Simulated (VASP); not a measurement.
# As (P4/mmm) in VASP: single point with LDA

Aim: the single point of As with LDA.

Everything below comes from runs of VASP 6.6.1. Logs are shortened: lines on timing, memory, paths and dates and some standing lists are left out, and cuts for length are marked.

## 1. The cell of the first run

The structure is tetragonal, space group P4/mmm (No. 123). Conventional cell: a = 2.623 Å, b = 2.623 Å, c = 2.874 Å, α = 90.00°, β = 90.00°, γ = 90.00°. Within 3.5 Å of As (site symmetry 4/mmm) lie 6 As at 2.62 to 2.87 Å.

## 2. Single point, LDA

INCAR reads:

```
  PREC = Accurate
  ENCUT = 500
  EDIFF = 1E-6
  ISMEAR = 1
  SIGMA = 0.1
  LREAL = False
  LASPH = True
  NELM = 120
  ALGO = Normal
  ISIF = 2
  LWAVE = False
  LCHARG = False
  GGA = CA
  NBANDS = 8
  GGA_COMPAT = False
```

KPOINTS reads:

```
Automatic mesh
0
Gamma
  13 13 13
```

POSCAR reads:

```
As
1.0
    2.6225715400      0.0000000000      0.0000000000
    0.0000000000      2.6225715400      0.0000000000
    0.0000000000      0.0000000000      2.8735062175
As
1
Direct
    0.5000000000      0.5000000000      0.5000000000
```

Potentials or basis: VASP PAW LDA potentials, release 64 (As).

Run with:

```sh
> cat potpaw_LDA.64/As/POTCAR > POTCAR
> mpirun -np 1 vasp_std > vasp.out
```

OUTCAR:

```text
PREC = Accurate
   ENCUT = 500
   EDIFF = 1E-6
   ISMEAR = 1
   LREAL = False
   LASPH = True
   NELM = 120
   ISIF = 2
   GGA = CA

 ion  position               nearest neighbor table
   1  0.500  0.500  0.500-

  LATTYP: Found a simple tetragonal cell.
 ALAT       =     2.6225715400
 C/A-ratio  =     1.0956826815

  Lattice vectors:

 A1 = (   2.6225715400,   0.0000000000,   0.0000000000)
 A2 = (   0.0000000000,   2.6225715400,   0.0000000000)
 A3 = (   0.0000000000,   0.0000000000,   2.8735062175)

Analysis of symmetry for initial positions (statically):
=====================================================================
 Subroutine PRICEL returns:
 Original cell was already a primitive cell.

 Routine SETGRP: Setting up the symmetry group for a
 simple tetragonal supercell.

 Subroutine GETGRP returns: Found 16 space group operations
 (whereof 16 operations were pure point group operations)
 out of a pool of 16 trial point group operations.

The static configuration has the point symmetry D_4h.

Analysis of symmetry for dynamics (positions and initial velocities):
=====================================================================
 Subroutine PRICEL returns:
 Original cell was already a primitive cell.

 Routine SETGRP: Setting up the symmetry group for a
 simple tetragonal supercell.

 Subroutine GETGRP returns: Found 16 space group operations
 (whereof 16 operations were pure point group operations)
 out of a pool of 16 trial point group operations.

The dynamic configuration has the point symmetry D_4h.

 Subroutine INISYM returns: Found 16 space group operations
 (whereof 16 operations are pure point group operations),
 and found     1 'primitive' translations

----------------------------------------------------------------------------------------

                                     Primitive cell

  volume of cell :      19.7636

  direct lattice vectors                    reciprocal lattice vectors
     2.622571540  0.000000000  0.000000000     0.381305137  0.000000000  0.000000000
     0.000000000  2.622571540  0.000000000     0.000000000  0.381305137  0.000000000
     0.000000000  0.000000000  2.873506218     0.000000000  0.000000000  0.348006903

  length of vectors
     2.622571540  2.622571540  2.873506218     0.381305137  0.381305137  0.348006903

[... 73 lines left out ...]
   LNONCOLLINEAR =      F non collinear calculations
   LSORBIT =      F    spin-orbit coupling
   LASPH  =      T    aspherical Exc in radial PAW
   ENCUT  =  500.0 eV  36.75 Ry    6.06 a.u.   4.78  4.78  5.24*2*pi/ulx,y,z
   NELM   =    120;   NELMIN=  2; NELMDL= -5     # of ELM steps
   EDIFF  = 0.1E-05   stopping-criterion for ELM
   LREAL  =      F    real-space projection
   EDIFFG = 0.1E-04   stopping-criterion for IOM
   NSW    =      0    number of steps for IOM
   IBRION =     -1    ionic relax: 0-MD 1-quasi-New 2-CG
   NFREE  =      0    steps in history (QN), initial steepest desc. (CG)
   ISIF   =      2    stress and relaxation
   ISYM   =      2    0-nonsym 1-usesym 2-fastsym
   POTIM  = 0.5000    time-step for ionic-motion
   TEBEG  =    0.0;   TEEND  =   0.0 temperature during run
   PSTRESS=    0.0 pullay stress
   NELECT =       5.0000    total number of electrons
   NUPDOWN=      -1.0000    fix difference up-down
   EMIN   =  10.00;   EMAX   =-10.00  energy-range for DOS
   EFERMI =   0.00;   METHOD = LEGACY
   ISMEAR =     1;   SIGMA  =   0.10  broadening in eV -4-tet -1-fermi 0-gaus
   EFERMI_NEDOS =   21; number of points for ismear=-14 and -15
   IALGO  =     38    algorithm
   IMIX   =      4    mixing-type and parameters
     AMIX     =   0.40;   BMIX     =  1.00
     AMIX_MAG =   1.60;   BMIX_MAG =  1.00
  volume/ion in A,a.u.               =      19.76       133.37
  Fermi-wavevector in a.u.,A,eV,Ry     =   1.035403  1.956627 14.586240  1.072058
  Thomas-Fermi vector in A             =   2.169744
   LORBIT       =      0    0 simple, 1 ext, 2 COOP (PROOUT), +10 PAW based schemes
   GGA     = CA    functional components
   LHFCALC =     F    Hartree Fock is set to
   AEXX    =    0.0000 exact exchange contribution
   IVDW    =     0    specifies the selected vdW correction
   LEPSILON=     F    determine dielectric tensor
   LRPA    =     F    only Hartree local field effects (RPA)
 non-spin polarized calculation
 Methfessel and Paxton  Order N= 1 SIGMA  =   0.10
  energy-cutoff  :      500.00
  volume of cell :       19.76
 maximum number of plane-waves:       518
 NGX is ok and might be reduce to    20
   NGX =  9   NGY =  9   NGZ = 11

 number of electron       4.9999999 magnetization

 Free energy of the ion-electron system (eV)
  ---------------------------------------------------
  ext. energy  EPLUGINS =         0.00000000
  ---------------------------------------------------
  free energy    TOTEN  =        -5.27054133 eV

  energy without entropy =       -5.27069712  energy(sigma->0) =       -5.27059326

 E-fermi :   5.9170     XC(G=0): -10.5816

 val. band max:        5.9048204554   @ k =   0.4615   0.3077   0.2308
 cond. band min:       5.9626753570   @ k =   0.1538   0.1538   0.1538
 fundamental gap:      0.0578549016
 Fermi energy:         5.9170198200

 k-point     1 :       0.0000    0.0000    0.0000
  band No.  band energies     occupation
      1      -9.1217      2.00000
      2       8.0870      0.00000
      3      11.0637      0.00000
      4      11.0637      0.00000
      5      13.1151      0.00000
      6      15.2188      0.00000
      7      17.2165      0.00000
      8      30.1313      0.00000
[... 243 lines left out ...]
 k-point    24 :       0.3846    0.3077    0.0000
  band No.  band energies     occupation
      1      -4.5277      2.00000
      2       1.9938      2.00000
      3       4.7875      2.00000
      4      11.7729      0.00000
      5      12.5860      0.00000
      6      18.1584      0.00000
      7      21.3198      0.00000
      8      23.0708      0.00000

 [... further k-points ...]
[... 5 lines left out ...]
  --------------------------------------------------------------------------------------
  -------------------------------------------------------------------------------------
  Total        0.4020592      0.4020592     -1.3697904      0.0000000      0.0000000      0.0000000
  in kB       32.5937070     32.5937070   -111.0447103      0.0000000      0.0000000      0.0000000
  external PRESSURE =     -15.2857654 kB  Pullay stress =       0.0000000 kB

 VOLUME and BASIS-vectors are now :
 -----------------------------------------------------------------------------
  energy-cutoff  :      500.00
  volume of cell :       19.76
      direct lattice vectors                 reciprocal lattice vectors
     2.622571540  0.000000000  0.000000000     0.381305137  0.000000000  0.000000000
     0.000000000  2.622571540  0.000000000     0.000000000  0.381305137  0.000000000
     0.000000000  0.000000000  2.873506218     0.000000000  0.000000000  0.348006903

 POSITION                                       TOTAL-FORCE (eV/Angst)
 -----------------------------------------------------------------------------------
      1.31129      1.31129      1.43675         0.000000      0.000000      0.000000
 -----------------------------------------------------------------------------------
    total drift:                                0.000000      0.000000     -0.000000

  FREE ENERGIE OF THE ION-ELECTRON SYSTEM (eV)
  ---------------------------------------------------
  free  energy   TOTEN  =        -5.2705413253 eV

  energy  without entropy=       -5.2706971190  energy(sigma->0) =       -5.27059326
```

OSZICAR:

```text
N       E                     dE             d eps       ncg     rms          rms(c)
DAV:   1     0.787803804044E+01    0.78780E+01   -0.20310E+03  3136   0.440E+02
DAV:   2    -0.512281706883E+01   -0.13001E+02   -0.12607E+02  4264   0.602E+01
DAV:   3    -0.527770931292E+01   -0.15489E+00   -0.15373E+00  3648   0.915E+00
DAV:   4    -0.527789259256E+01   -0.18328E-03   -0.18328E-03  5000   0.356E-01
DAV:   5    -0.527789269225E+01   -0.99697E-07   -0.98842E-07  3728   0.452E-03    0.233E+00
DAV:   6    -0.527325414207E+01    0.46386E-02   -0.62111E-04  4088   0.168E-01    0.137E+00
DAV:   7    -0.527053546245E+01    0.27187E-02   -0.14057E-03  3592   0.255E-01    0.598E-02
DAV:   8    -0.527054091334E+01   -0.54509E-05   -0.38199E-05  3960   0.413E-02    0.685E-03
DAV:   9    -0.527054132528E+01   -0.41194E-06   -0.49735E-07  3896   0.536E-03
   1 F= -.52705413E+01 E0= -.52705933E+01  d E =0.155794E-03
```

Run time: 14 s. Hardware: 1 thread of Intel Xeon Platinum 8259CL at 2.50GHz (Skylake/Cascade Lake), shared host; peak memory 0.14 GiB.

Results:

| Quantity | Value |
| --- | --- |
| Free energy | -5.2705 eV |
| Pressure | -1.5 GPa |

Levels at points of the mesh, in eV from the Fermi level:
| k point | band 1 | band 2 | band 3 | band 4 | band 5 |
| --- | --- | --- | --- | --- | --- |
| (0.00, 0.00, 0.00) | -15.04 | 2.17 | 5.15 | 5.15 | 7.20 |
